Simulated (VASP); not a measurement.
## Te: single point with PBE

Te:

```
Te
1.0
     2.37732    1.37255    1.75969
    -2.37732    1.37255    1.75969
     0.00000   -2.74509    1.75969
Te
1
Direct
  0.50000 0.50000 0.50000
```

| Quantity | Value |
| --- | --- |
| Program | VASP 6.6.1 |
| Task | single point |
| Functional | PBE |
| Potentials or basis | VASP PAW PBE potentials, release 64 (Te) |
| Cutoff | 520 eV |
| k mesh | 15 × 15 × 15 |
| Occupations | gaussian, width 0.15 eV |
| Spin | no spin polarisation |
| Dipole correction | no |
| Further INCAR settings | ALGO = Normal; EDIFF = 1e-06; NBANDS = 9 |

- Pressure: -2.6 GPa
- Band gap on the k mesh: zero (bands 3 and 4 overlap by 4.39 eV)

Stress tensor (GPa, compression positive):
```
-2.94  0.00  0.00
 0.00 -2.94  0.00
 0.00  0.00 -1.90
```

Levels at points of the mesh, in eV from the Fermi level:
```csv
k point,band 1,band 2,band 3,band 4,band 5,band 6
"(0.00, 0.00, 0.00)",-13.16,0.92,1.33,1.33,6.21,6.21
```

Run time: 75 s on 1 thread of Intel Xeon 8259CL (shared host), peak memory 0.22 GiB.

Caveat: spin-orbit coupling is left out, which moves the levels of the heavy elements.
